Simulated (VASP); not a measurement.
# KCl (Pm-3m) in VASP: a series of runs, part 2 of 2

VASP 6.6.1. Earlier steps stand in the parts before.

## (3) Single point, PBE

INCAR

```
PREC     = Accurate       # precision mode
ENCUT    = 500            # plane-wave cutoff, eV
EDIFF    = 1E-6           # SCF threshold, eV
ISMEAR   = 1              # smearing method
SIGMA    = 0.6            # smearing width, eV
LREAL    = F              # projectors in reciprocal space
LASPH    = T              # aspherical terms in the spheres
NELM     = 120            # most SCF steps
ALGO     = Normal         # electronic algorithm
ISIF     = 2              # what is computed and relaxed
LWAVE    = F              # write WAVECAR
LCHARG   = F              # write CHGCAR
GGA      = PE             # functional
NBANDS   = 15             # bands
GGA_COMPAT= F
```

KPOINTS

```
Automatic mesh
0
Gamma
  4 4 4
```

POSCAR

```
KCl
1.0
    3.8391960000      0.0000000000      0.0000000000
    0.0000000000      3.8391960000      0.0000000000
    0.0000000000      0.0000000000      3.8391960000
K Cl
1 1
Direct
    0.0000000000      0.0000000000      0.0000000000
    0.5000000000      0.5000000000      0.5000000000
```

Potentials or basis: VASP PAW PBE potentials, release 64 (K_sv, Cl).

Run with:

```console
$ cat potpaw_PBE.64/K_sv/POTCAR potpaw_PBE.64/Cl/POTCAR > POTCAR
$ mpirun -np 1 vasp_std > vasp.out
```

OUTCAR:

```text
PREC = Accurate
   ENCUT = 500
   EDIFF = 1E-6
   ISMEAR = 1
   LREAL = F
   LASPH = T
   NELM = 120
   ISIF = 2
   GGA = PE

 ion  position               nearest neighbor table
   1  0.000  0.000  0.000-
   2  0.500  0.500  0.500-

  LATTYP: Found a simple cubic cell.
 ALAT       =     3.8391960000

  Lattice vectors:

 A1 = (   3.8391960000,   0.0000000000,   0.0000000000)
 A2 = (   0.0000000000,   3.8391960000,   0.0000000000)
 A3 = (   0.0000000000,   0.0000000000,   3.8391960000)

Analysis of symmetry for initial positions (statically):
=====================================================================
 Subroutine PRICEL returns:
 Original cell was already a primitive cell.

 Routine SETGRP: Setting up the symmetry group for a
 simple cubic supercell.

 Subroutine GETGRP returns: Found 48 space group operations
[... 9 lines left out ...]

 Routine SETGRP: Setting up the symmetry group for a
 simple cubic supercell.

 Subroutine GETGRP returns: Found 48 space group operations
[... 11 lines left out ...]
                                     Primitive cell

  volume of cell :      56.5875

  direct lattice vectors                    reciprocal lattice vectors
     3.839196000  0.000000000  0.000000000     0.260471203  0.000000000  0.000000000
     0.000000000  3.839196000  0.000000000     0.000000000  0.260471203  0.000000000
     0.000000000  0.000000000  3.839196000     0.000000000  0.000000000  0.260471203

  length of vectors
     3.839196000  3.839196000  3.839196000     0.260471203  0.260471203  0.260471203

  position of ions in fractional coordinates (direct lattice)
     0.000000000  0.000000000  0.000000000
     0.500000000  0.500000000  0.500000000

  ion indices of the primitive-cell ions
   primitive index   ion index
                 1           1
                 2           2

----------------------------------------------------------------------------------------

 KPOINTS: Automatic mesh
[... 79 lines left out ...]
   LHFCALC =     F    Hartree Fock is set to
   AEXX    =    0.0000 exact exchange contribution
   IVDW    =     0    specifies the selected vdW correction
   LEPSILON=     F    determine dielectric tensor
   LRPA    =     F    only Hartree local field effects (RPA)
 non-spin polarized calculation
 Methfessel and Paxton  Order N= 1 SIGMA  =   0.60
  energy-cutoff  :      500.00
  volume of cell :       56.59
 maximum number of plane-waves:      1472
 NGX is ok and might be reduce to    28
   NGX = 13   NGY = 13   NGZ = 13

 number of electron      16.0000005 magnetization

 Free energy of the ion-electron system (eV)
  ---------------------------------------------------
  ext. energy  EPLUGINS =         0.00000000
  ---------------------------------------------------
  free energy    TOTEN  =        -6.62154705 eV

  energy without entropy =       -6.68182055  energy(sigma->0) =       -6.64163822

 E-fermi :  -0.5457     XC(G=0):  -8.0729

 val. band max:       -0.8393505925   @ k =   0.5000   0.5000   0.0000
 cond. band min:       3.9615714782   @ k =   0.0000   0.0000   0.0000
 fundamental gap:      4.8009220707
 Fermi energy:        -0.5456971449

 k-point     1 :       0.0000    0.0000    0.0000
  band No.  band energies     occupation
      1     -28.8936      2.00000
      2     -13.4071      2.00000
      3     -12.2800      2.00000
      4     -12.2800      2.00000
      5     -12.2800      2.00000
      6      -1.0420      1.99339
      7      -1.0420      1.99339
      8      -1.0420      1.99339
      9       3.9616     -0.00000
     10       5.7356     -0.00000
     11       5.7356     -0.00000
     12       9.8074     -0.00000
     13       9.8074     -0.00000
     14       9.8074     -0.00000
[... 149 lines left out ...]
      2     -13.0087      2.00000
      3     -12.4480      2.00000
      4     -12.4480      2.00000
      5     -12.4480      2.00000
      6      -2.1443      2.00108
      7      -2.1443      2.00108
      8      -2.1443      2.00108
      9       7.9717     -0.00000
     10       7.9717     -0.00000
     11       7.9717     -0.00000
     12       9.0478     -0.00000
     13       9.0478     -0.00000
     14       9.0478     -0.00000
     15      11.3985     -0.00000

------------------------ aborting loop because EDIFF is reached ----------------------------------------

  FORCE on cell =-STRESS in cart. coord.  units (eV):
  Direction    XX          YY          ZZ          XY          YZ          ZX
  --------------------------------------------------------------------------------------
  -------------------------------------------------------------------------------------
  Total       -0.0560159     -0.0560159     -0.0560159      0.0000000     -0.0000000      0.0000000
  in kB       -1.5859932     -1.5859932     -1.5859932      0.0000000     -0.0000000      0.0000000
  external PRESSURE =      -1.5859932 kB  Pullay stress =       0.0000000 kB

 VOLUME and BASIS-vectors are now :
 -----------------------------------------------------------------------------
  energy-cutoff  :      500.00
  volume of cell :       56.59
      direct lattice vectors                 reciprocal lattice vectors
     3.839196000  0.000000000  0.000000000     0.260471203  0.000000000  0.000000000
     0.000000000  3.839196000  0.000000000     0.000000000  0.260471203  0.000000000
     0.000000000  0.000000000  3.839196000     0.000000000  0.000000000  0.260471203

 POSITION                                       TOTAL-FORCE (eV/Angst)
 -----------------------------------------------------------------------------------
      0.00000      0.00000      0.00000         0.000000      0.000000      0.000000
      1.91960      1.91960      1.91960         0.000000      0.000000      0.000000
 -----------------------------------------------------------------------------------
    total drift:                               -0.000000      0.000000      0.000000

  FREE ENERGIE OF THE ION-ELECTRON SYSTEM (eV)
  ---------------------------------------------------
  free  energy   TOTEN  =        -6.6215470501 eV

  energy  without entropy=       -6.6818205506  energy(sigma->0) =       -6.64163822
```

OSZICAR:

```text
N       E                     dE             d eps       ncg     rms          rms(c)
DAV:   1     0.102244495475E+03    0.10224E+03   -0.70444E+03   300   0.936E+02
DAV:   2    -0.131791480433E+01   -0.10356E+03   -0.95062E+02   406   0.242E+02
DAV:   3    -0.678164514179E+01   -0.54637E+01   -0.54342E+01   405   0.497E+01
DAV:   4    -0.693169557912E+01   -0.15005E+00   -0.15004E+00   452   0.800E+00
DAV:   5    -0.693289414605E+01   -0.11986E-02   -0.11986E-02   433   0.747E-01    0.291E+00
DAV:   6    -0.665423349773E+01    0.27866E+00   -0.29967E-01   363   0.314E+00    0.240E+00
DAV:   7    -0.661934782864E+01    0.34886E-01   -0.89465E-02   384   0.194E+00    0.145E+00
DAV:   8    -0.662122779310E+01   -0.18800E-02   -0.17697E-02   375   0.997E-01    0.207E-01
DAV:   9    -0.662127835522E+01   -0.50562E-04   -0.78086E-04   405   0.195E-01    0.109E-01
DAV:  10    -0.662154929403E+01   -0.27094E-03   -0.36231E-04   328   0.151E-01    0.261E-02
DAV:  11    -0.662154616880E+01    0.31252E-05   -0.12092E-05   428   0.260E-02    0.796E-03
DAV:  12    -0.662154705006E+01   -0.88126E-06   -0.14702E-06   332   0.100E-02
   1 F= -.66215471E+01 E0= -.66416382E+01  d E =0.602735E-01
```

stdout:

```text
POSCAR found type information on POSCAR K Cl
 POSCAR found :  2 types and       2 ions
 scaLAPACK will be used
 LDA part: xc-table for (Slater+PW92), standard interpolation
 POSCAR, INCAR and KPOINTS ok, starting setup
 FFT: planning ... GRIDC
 FFT: planning ... GRID_SOFT
 FFT: planning ... GRID
 WAVECAR not read
 entering main loop
```

It took 17 s on 1 thread of Intel Xeon Platinum 8259CL at 2.50GHz (Skylake/Cascade Lake), shared host; peak memory 0.15 GiB.

What came out:

```
Free energy            : -6.6215 eV
Pressure               : -0.2 GPa
Band gap on the k mesh : 4.80 eV, indirect (least direct gap 5.00 eV)
```

## (4) Single point, PBE

INCAR

```
ALGO = Normal
EDIFF = 1E-6
ENCUT = 500
GGA = PE
GGA_COMPAT = F
ISIF = 2
ISMEAR = 0
LASPH = T
LCHARG = F
LREAL = F
LWAVE = F
NBANDS = 15
NELM = 120
PREC = Accurate
SIGMA = 0.1
```

KPOINTS

```
k-points
0
Gamma
  4 4 4
```

POSCAR

```
KCl
1.0
    3.8391960000      0.0000000000      0.0000000000
    0.0000000000      3.8391960000      0.0000000000
    0.0000000000      0.0000000000      3.8391960000
K Cl
1 1
Direct
    0.9350000000      0.8350000000      0.8740000000
    1.4350000000      1.3350000000      1.3740000000
```

Run with:

```console
$ cat potpaw_PBE.64/K_sv/POTCAR potpaw_PBE.64/Cl/POTCAR > POTCAR
$ mpirun -np 1 vasp_std > vasp.out
```

Run time: 16 s. Hardware: 1 thread of Intel Xeon Platinum 8259CL at 2.50GHz (Skylake/Cascade Lake), shared host; peak memory 0.15 GiB.

The run converged. Its results:

| Quantity | Value |
| --- | --- |
| Free energy | -6.6531 eV |
| Pressure | 0.0 GPa |
| Band gap on the k mesh | 4.79 eV, indirect (least direct gap 5.00 eV) |

Levels at points of the mesh, in eV from the valence-band top:
```
           k point  band 6  band 7  band 8  band 9  band 10  band 11
(0.00, 0.00, 0.00)   -0.20   -0.20   -0.20    4.79     6.57     6.57
(0.50, 0.00, 0.00)   -1.76   -0.21   -0.21    7.70     7.91     8.23
(0.50, 0.50, 0.00)   -1.19   -1.19    0.00    6.18     7.28     8.94
(0.50, 0.50, 0.50)   -1.31   -1.31   -1.31    8.80     8.80     8.80
```
